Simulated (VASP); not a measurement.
# GaN (F-43m) in VASP: settings compared

GaN is run at these levels: PBE-based screened hybrid with 10 % exact exchange, r2SCANh, BLYP; tasks: single point.

Everything below comes from runs of VASP 6.6.1. Logs are shortened: lines on timing, memory, paths and dates and some standing lists are left out, and cuts for length are marked.

## Step 1: The cell of the first run

The structure is cubic, space group F-43m (No. 216). Conventional cell: a = 4.507 Å, b = 4.507 Å, c = 4.507 Å, α = 90.00°, β = 90.00°, γ = 90.00°. Within 2.6 Å of Ga (site symmetry -43m) lie 4 N at 1.95 Å. N (site symmetry -43m) has 4 Ga at 1.95 Å within 2.6 Å.

## Step 2: Single point, PBE-based screened hybrid with 10 % exact exchange

POSCAR reads:

```
GaN
1.0
    0.0000000000      2.2535006075      2.2535006075
    2.2535006075      0.0000000000      2.2535006075
    2.2535006075      2.2535006075      0.0000000000
Ga N
1 1
Direct
    0.0000000000      0.0000000000      0.0000000000
    0.2500000000      0.2500000000      0.2500000000
```

INCAR.step1 reads:

```
SYSTEM = GaN
PREC = Accurate ; ENCUT = 520
EDIFF = 1E-5 ; ISMEAR = -1
SIGMA = 0.05 ; LREAL = .False.
LASPH = .True. ; NELM = 60
ALGO = Normal ; ISIF = 2
LWAVE = .True. ; NBANDS = 16
GGA = PE
```

INCAR.step2 reads:

```
SYSTEM = GaN
PREC = Accurate ; ENCUT = 520
EDIFF = 1E-6 ; ISMEAR = -1
SIGMA = 0.05 ; LREAL = .False.
LASPH = .True. ; NELM = 60
ALGO = Normal ; ISIF = 2
LWAVE = .False. ; LCHARG = .True.
GGA = PE ; LHFCALC = .True.
AEXX = 0.1 ; HFSCREEN = 0.2078699
PRECFOCK = Normal ; LELF = .True.
LVHAR = .True. ; NBANDS = 16
ISTART = 1
```

KPOINTS reads:

```
Automatic mesh
0
Gamma
  6 6 6
  0 0 0
```

Potentials or basis: VASP PAW PBE potentials, release 64 (Ga_d, N).

The run is started by

```bash
$ cat potpaw_PBE.64/Ga_d/POTCAR potpaw_PBE.64/N/POTCAR > POTCAR
$ cp INCAR.step1 INCAR
$ mpirun -np 1 vasp_std > vasp.out
$ cp INCAR.step2 INCAR
$ mpirun -np 1 vasp_std > vasp.out
```

OUTCAR:

```text
SYSTEM = GaN
   PREC = Accurate
   ENCUT = 520
   EDIFF = 1E-6
   ISMEAR = -1
   LREAL = .False.
   LASPH = .True.
   NELM = 60
   ISIF = 2
   GGA = PE
   LHFCALC = .True.
   AEXX = 0.1
   HFSCREEN = 0.2078699
   PRECFOCK = Normal
   ISTART = 1

 ion  position               nearest neighbor table
   1  0.000  0.000  0.000-   2 1.95   2 1.95   2 1.95   2 1.95
   2  0.250  0.250  0.250-   1 1.95   1 1.95   1 1.95   1 1.95

  LATTYP: Found a face centered cubic cell.
 ALAT       =     4.5070012150

  Lattice vectors:

 A1 = (   0.0000000000,   2.2535006075,   2.2535006075)
 A2 = (   2.2535006075,   0.0000000000,   2.2535006075)
 A3 = (   2.2535006075,   2.2535006075,   0.0000000000)

Analysis of symmetry for initial positions (statically):
=====================================================================
 Subroutine PRICEL returns:
 Original cell was already a primitive cell.

 Routine SETGRP: Setting up the symmetry group for a
 face centered cubic supercell.

 Subroutine GETGRP returns: Found 24 space group operations
 (whereof 24 operations were pure point group operations)
 out of a pool of 48 trial point group operations.

The static configuration has the point symmetry T_d .

Analysis of symmetry for dynamics (positions and initial velocities):
=====================================================================
 Subroutine PRICEL returns:
 Original cell was already a primitive cell.

 Routine SETGRP: Setting up the symmetry group for a
 face centered cubic supercell.

 Subroutine GETGRP returns: Found 24 space group operations
 (whereof 24 operations were pure point group operations)
 out of a pool of 48 trial point group operations.

The dynamic configuration has the point symmetry T_d .

 Subroutine INISYM returns: Found 24 space group operations
 (whereof 24 operations are pure point group operations),
 and found     1 'primitive' translations

----------------------------------------------------------------------------------------

                                     Primitive cell

  volume of cell :      22.8877

  direct lattice vectors                    reciprocal lattice vectors
     0.000000000  2.253500607  2.253500607    -0.221877020  0.221877020  0.221877020
     2.253500607  0.000000000  2.253500607     0.221877020 -0.221877020  0.221877020
     2.253500607  2.253500607  0.000000000     0.221877020  0.221877020 -0.221877020

  length of vectors
     3.186931122  3.186931122  3.186931122     0.384302272  0.384302272  0.384302272

  position of ions in fractional coordinates (direct lattice)
     0.000000000  0.000000000  0.000000000
     0.250000000  0.250000000  0.250000000

  ion indices of the primitive-cell ions
   primitive index   ion index
                 1           1
                 2           2

----------------------------------------------------------------------------------------

 KPOINTS: Automatic mesh

Automatic generation of k-mesh.
 Grid dimensions read from file:
 generate k-points for:    6    6    6

 Generating k-lattice:

  Cartesian coordinates                     Fractional coordinates (reciprocal lattice)
    -0.036979503  0.036979503  0.036979503     0.166666667  0.000000000  0.000000000
     0.036979503 -0.036979503  0.036979503     0.000000000  0.166666667  0.000000000
     0.036979503  0.036979503 -0.036979503     0.000000000  0.000000000  0.166666667

  Length of vectors
     0.064050379  0.064050379  0.064050379

  Shift w.r.t. Gamma in fractional coordinates (k-lattice)
     0.000000000  0.000000000  0.000000000

 Subroutine IBZKPT returns following result:
 ===========================================

 Found     16 irreducible k-points:

 Following reciprocal coordinates:
            Coordinates               Weight
  0.000000  0.000000  0.000000      1.000000
  0.166667  0.000000  0.000000      8.000000
  0.333333  0.000000  0.000000      8.000000
  0.500000  0.000000  0.000000      4.000000
  0.166667  0.166667  0.000000      6.000000
  0.333333  0.166667  0.000000     24.000000
[... 8 lines left out ...]
 -0.333333  0.333333  0.166667     24.000000
 -0.333333  0.500000  0.166667     12.000000
   k-points           NKPTS =     16   k-points in BZ     NKDIM =    216   number of bands    NBANDS=     16
   number of dos      NEDOS =    301   number of ions     NIONS =      2
   total plane-waves  NPLWV =  13824
   dimension x,y,z NGX =    24 NGY =   24 NGZ =   24
   dimension x,y,z NGXF=    48 NGYF=   48 NGZF=   48
   ions per type =               1   1
   NGX,Y,Z   is equivalent  to a cutoff of  12.52, 12.52, 12.52 a.u.
   NGXF,Y,Z  is equivalent  to a cutoff of  25.04, 25.04, 25.04 a.u.
 SYSTEM =  GaN
   PREC   = accura    normal or accurate (medium, high low for compatibility)
   ISTART =      1    job   : 0-new  1-cont  2-samecut
   ICHARG =      0    charge: 1-file 2-atom 10-const
   ISPIN  =      1    spin polarized calculation?
   LNONCOLLINEAR =      F non collinear calculations
   LSORBIT =      F    spin-orbit coupling
   LASPH  =      T    aspherical Exc in radial PAW
   ENCUT  =  520.0 eV  38.22 Ry    6.18 a.u.   5.93  5.93  5.93*2*pi/ulx,y,z
   NELM   =     60;   NELMIN=  2; NELMDL=  0     # of ELM steps
   EDIFF  = 0.1E-05   stopping-criterion for ELM
   LREAL  =      F    real-space projection
   EDIFFG = 0.1E-04   stopping-criterion for IOM
   NSW    =      0    number of steps for IOM
   IBRION =     -1    ionic relax: 0-MD 1-quasi-New 2-CG
   NFREE  =      0    steps in history (QN), initial steepest desc. (CG)
   ISIF   =      2    stress and relaxation
   ISYM   =      3    0-nonsym 1-usesym 2-fastsym
   POTIM  = 0.5000    time-step for ionic-motion
   TEBEG  =    0.0;   TEEND  =   0.0 temperature during run
   PSTRESS=    0.0 pullay stress
   NELECT =      18.0000    total number of electrons
   NUPDOWN=      -1.0000    fix difference up-down
   EMIN   =  10.00;   EMAX   =-10.00  energy-range for DOS
   EFERMI =   0.00;   METHOD = LEGACY
   ISMEAR =    -1;   SIGMA  =   0.05  broadening in eV -4-tet -1-fermi 0-gaus
   EFERMI_NEDOS =   21; number of points for ismear=-14 and -15
   IALGO  =     38    algorithm
   IMIX   =      1    mixing-type and parameters
     AMIX     =   0.40;   BMIX     =  1.00
     AMIX_MAG =   1.60;   BMIX_MAG =  1.00
  volume/ion in A,a.u.               =      11.44        77.23
  Fermi-wavevector in a.u.,A,eV,Ry     =   1.511117  2.855596 31.068543  2.283473
  Thomas-Fermi vector in A             =   2.621216
   LORBIT       =      0    0 simple, 1 ext, 2 COOP (PROOUT), +10 PAW based schemes
   GGA     = PE    functional components
   LHFCALC =     T    Hartree Fock is set to
   PRECFOCK=normal    Normal, Fast or Accurate (Low or Medium for compatibility)
   ENCUT4O =  -1.0   cutoff for four orbital integrals eV
   NKREDX  =     1    reduce k-point grid by
   NKREDY  =     1    reduce k-point grid by
   NKREDZ  =     1    reduce k-point grid by
   AEXX    =    0.1000 exact exchange contribution
   HFSCREEN=    0.2079 screening length (either q_TF or 0.3 A-1)
   HFSCREENC=   0.2079 screening length for correlation (either q_TF or 0.3 A-1)
   ENCUTFOCK=  -1.0 apply spherical cutoff to Coloumb kernel
   IVDW    =     0    specifies the selected vdW correction
   LEPSILON=     F    determine dielectric tensor
   LRPA    =     F    only Hartree local field effects (RPA)
 non-spin polarized calculation
  energy-cutoff  :      520.00
  volume of cell :       22.89
 maximum number of plane-waves:       636
  NGX = 18; NGY = 18; NGZ = 18

 number of electron      18.0000004 magnetization

 Free energy of the ion-electron system (eV)
  ---------------------------------------------------
  ext. energy  EPLUGINS =         0.00000000
  ---------------------------------------------------
  free energy    TOTEN  =       -13.15818524 eV

  energy without entropy =      -13.15818524  energy(sigma->0) =      -13.15818524

 E-fermi :   5.9854     XC(G=0): -10.8236

 val. band max:        4.9633630960   @ k =   0.0000   0.0000   0.0000
 cond. band min:       7.1703958713   @ k =   0.0000   0.0000   0.0000
 fundamental gap:      2.2070327753
 Fermi energy:         5.9853963083

 k-point     1 :       0.0000    0.0000    0.0000
  band No.  band energies     occupation
      1     -11.5803      2.00000
      2      -9.3320      2.00000
      3      -9.3320      2.00000
      4      -9.3320      2.00000
      5      -9.0144      2.00000
      6      -9.0144      2.00000
[... 8 lines left out ...]
     15      24.4623      0.00000
     16      24.4624      0.00000

 k-point     2 :       0.1667    0.0000    0.0000
  band No.  band energies     occupation
      1     -11.3065      2.00000
      2      -9.2988      2.00000
      3      -9.2988      2.00000
      4      -9.1817      2.00000
      5      -9.0159      2.00000
      6      -9.0159      2.00000
[... 8 lines left out ...]
     15      22.4832      0.00000
     16      22.4832      0.00000

 k-point     3 :       0.3333    0.0000    0.0000
  band No.  band energies     occupation
      1     -10.8930      2.00000
      2      -9.2540      2.00000
      3      -9.2540      2.00000
      4      -8.9952      2.00000
      5      -8.9952      2.00000
      6      -8.4358      2.00000
[... 8 lines left out ...]
     15      23.3039      0.00000
     16      23.3039      0.00000

 k-point     4 :       0.5000    0.0000    0.0000
  band No.  band energies     occupation
      1     -10.7776      2.00000
      2      -9.2449      2.00000
      3      -9.2449      2.00000
      4      -8.9704      2.00000
      5      -8.9704      2.00000
      6      -7.6197      2.00000
[... 8 lines left out ...]
     15      25.4020      0.00000
     16      25.4020      0.00000
[... 172 lines left out ...]
 k-point    14 :       0.5000    0.3333    0.1667
  band No.  band energies     occupation
      1     -10.7137      2.00000
      2      -9.1989      2.00000
      3      -9.1741      2.00000
      4      -9.0740      2.00000
      5      -8.9790      2.00000
      6      -7.7347      2.00000
[... 8 lines left out ...]
     15      25.5722      0.00000
     16      28.1571      0.00000

 k-point    15 :      -0.3333    0.3333    0.1667
  band No.  band energies     occupation
      1     -10.6614      2.00000
      2      -9.2107      2.00000
      3      -9.1467      2.00000
      4      -9.0403      2.00000
      5      -8.9929      2.00000
      6      -7.0934      2.00000
[... 8 lines left out ...]
     15      24.5258      0.00000
     16      28.5741      0.00000

 k-point    16 :      -0.3333    0.5000    0.1667
  band No.  band energies     occupation
      1     -10.6363      2.00000
      2      -9.1950      2.00000
      3      -9.1343      2.00000
      4      -9.0276      2.00000
      5      -8.9766      2.00000
      6      -6.9345      2.00000
[... 8 lines left out ...]
     15      26.3285      0.00000
     16      28.8155      0.00000

------------------------ aborting loop because EDIFF is reached ----------------------------------------

  FORCE on cell =-STRESS in cart. coord.  units (eV):
  Direction    XX          YY          ZZ          XY          YZ          ZX
  --------------------------------------------------------------------------------------
  -------------------------------------------------------------------------------------
  Total        0.3529702      0.3529702      0.3529702      0.0000000      0.0000000      0.0000000
  in kB       24.7084552     24.7084552     24.7084552      0.0000000      0.0000000      0.0000000
  external PRESSURE =      24.7084552 kB  Pullay stress =       0.0000000 kB

 VOLUME and BASIS-vectors are now :
 -----------------------------------------------------------------------------
  energy-cutoff  :      520.00
  volume of cell :       22.89
      direct lattice vectors                 reciprocal lattice vectors
     0.000000000  2.253500607  2.253500607    -0.221877020  0.221877020  0.221877020
     2.253500607  0.000000000  2.253500607     0.221877020 -0.221877020  0.221877020
     2.253500607  2.253500607  0.000000000     0.221877020  0.221877020 -0.221877020

 POSITION                                       TOTAL-FORCE (eV/Angst)
 -----------------------------------------------------------------------------------
      0.00000      0.00000      0.00000         0.000000      0.000000      0.000000
      1.12675      1.12675      1.12675        -0.000000     -0.000000     -0.000000
 -----------------------------------------------------------------------------------
    total drift:                               -0.000017     -0.000018     -0.000013

  FREE ENERGIE OF THE ION-ELECTRON SYSTEM (eV)
  ---------------------------------------------------
  free  energy   TOTEN  =       -13.1581852436 eV

  energy  without entropy=      -13.1581852436  energy(sigma->0) =      -13.15818524
```

Run time: 12 min. Hardware: 1 thread of AMD EPYC 9R45 (Zen 5), shared host; peak memory 0.22 GiB.

What came out:

```
Free energy            : -13.1582 eV
Pressure               : 2.5 GPa
Band gap on the k mesh : 2.21 eV
```

Caveat: the PAW data sets were made with another functional, which shifts forces and pressure a little.

## Step 3: Single point, r2SCANh

This run uses another cell than the first one, of 11.67 Å³/atom.

POSCAR reads:

```
GaN
1.0
    0.0000000000      2.2684248875      2.2684248875
    2.2684248875      0.0000000000      2.2684248875
    2.2684248875      2.2684248875      0.0000000000
Ga N
1 1
Direct
    0.0000000000      0.0000000000      0.0000000000
    0.2500000000      0.2500000000      0.2500000000
```

INCAR.step1 reads:

```
SYSTEM = GaN
PREC     = Accurate       ! precision mode
ENCUT    = 520            ! plane-wave cutoff, eV
EDIFF    = 1E-5           ! SCF threshold, eV
ISMEAR   = -1             ! smearing method
SIGMA    = 0.05           ! smearing width, eV
LREAL    = .FALSE.        ! projectors in reciprocal space
LASPH    = .TRUE.         ! aspherical terms in the spheres
NELM     = 80             ! most SCF steps
ALGO     = Normal         ! electronic algorithm
ISIF     = 2              ! what is computed and relaxed
LWAVE    = .TRUE.         ! write WAVECAR
NBANDS   = 16             ! bands
GGA      = PE             ! functional
```

INCAR.step2 reads:

```
SYSTEM = GaN
PREC     = Accurate       ! precision mode
ENCUT    = 520            ! plane-wave cutoff, eV
EDIFF    = 1E-6           ! SCF threshold, eV
ISMEAR   = -1             ! smearing method
SIGMA    = 0.05           ! smearing width, eV
LREAL    = .FALSE.        ! projectors in reciprocal space
LASPH    = .TRUE.         ! aspherical terms in the spheres
NELM     = 80             ! most SCF steps
ALGO     = Normal         ! electronic algorithm
ISIF     = 2              ! what is computed and relaxed
LWAVE    = .FALSE.        ! write WAVECAR
LCHARG   = .TRUE.         ! write CHGCAR
METAGGA  = R2SCAN         ! meta-GGA
LHFCALC  = .TRUE.         ! exact exchange
AEXX     = 0.1            ! exact-exchange fraction
LMIXTAU  = .TRUE.       
PRECFOCK = Normal       
LELF     = .TRUE.         ! ELF
LVHAR    = .TRUE.       
NBANDS   = 16             ! bands
ISTART   = 1
```

KPOINTS reads:

```
Automatic mesh
0
G
  5 5 5
  0 0 0
```

Potentials or basis: VASP PAW PBE potentials, release 64 (Ga_d, N).

The run is started by

```bash
$ cat potpaw_PBE.64/Ga_d/POTCAR potpaw_PBE.64/N/POTCAR > POTCAR
$ cp INCAR.step1 INCAR
$ mpirun -np 1 vasp_std > vasp.out
$ cp INCAR.step2 INCAR
$ mpirun -np 1 vasp_std > vasp.out
```

Run time: 20 min. Hardware: 1 thread of Intel Xeon 8259CL, shared host; peak memory 0.15 GiB.

Results (log left out):

| Item | Value |
| --- | --- |
| Free energy | -22.3514 eV |
| Pressure | -5.4 GPa |
| Band gap on the k mesh | 2.72 eV |

Levels at points of the mesh, in eV from the valence-band top:
```
           k point  band 7  band 8  band 9  band 10  band 11  band 12
(0.00, 0.00, 0.00)    0.00    0.00    0.00     2.72    11.72    11.72
```

Caveat: the k points lie up to 0.48 Å⁻¹ apart; the PAW data sets were made with another functional, which shifts forces and pressure a little.

## Step 4: Single point, r2SCANh

This run uses another cell than the first one, of 11.90 Å³/atom.

POSCAR reads:

```
GaN
1.0
    0.0000000000      2.2831553320      2.2831553320
    2.2831553320      0.0000000000      2.2831553320
    2.2831553320      2.2831553320      0.0000000000
Ga N
1 1
Direct
    0.0000000000      0.0000000000      0.0000000000
    0.2500000000      0.2500000000      0.2500000000
```

INCAR.step1 reads:

```
SYSTEM = GaN
  PREC = Accurate
  ENCUT = 520
  EDIFF = 1E-5
  ISMEAR = -1
  SIGMA = 0.05
  LREAL = .FALSE.
  LASPH = .TRUE.
  NELM = 100
  ALGO = Normal
  ISIF = 2
  LWAVE = .TRUE.
  LCHARG = .FALSE.
  GGA = PE
  NBANDS = 16
```

INCAR.step2 reads:

```
SYSTEM = GaN
  PREC = Accurate
  ENCUT = 520
  EDIFF = 1E-6
  ISMEAR = -1
  SIGMA = 0.05
  LREAL = .FALSE.
  LASPH = .TRUE.
  NELM = 100
  ALGO = Normal
  ISIF = 2
  LWAVE = .FALSE.
  LCHARG = .FALSE.
  METAGGA = R2SCAN
  LHFCALC = .TRUE.
  AEXX = 0.1
  LMIXTAU = .TRUE.
  PRECFOCK = Normal
  ISTART = 1
  NBANDS = 16
```

KPOINTS is that of step 3.

The run is started by

```bash
$ cat potpaw_PBE.64/Ga_d/POTCAR potpaw_PBE.64/N/POTCAR > POTCAR
$ cp INCAR.step1 INCAR
$ mpirun -np 1 vasp_std > vasp.out
$ cp INCAR.step2 INCAR
$ mpirun -np 1 vasp_std > vasp.out
```

Wall time 25 min (1 thread of Intel Xeon 8259CL, shared host); peak memory 0.16 GiB.

It converged, with:

- Free energy: -22.3312 eV
- Pressure: -8.7 GPa
- Band gap on the k mesh: 2.58 eV

Levels at points of the mesh, in eV from the valence-band top:
```csv
k point,band 6,band 7,band 8,band 9,band 10,band 11,band 12,band 13
"(0.00, 0.00, 0.00)",-14.36,0.00,0.00,0.00,2.58,11.59,11.59,11.59
```

Caveat: the k points lie up to 0.48 Å⁻¹ apart; the PAW data sets were made with another functional, which shifts forces and pressure a little.

(Continued in part 2 of 2.)
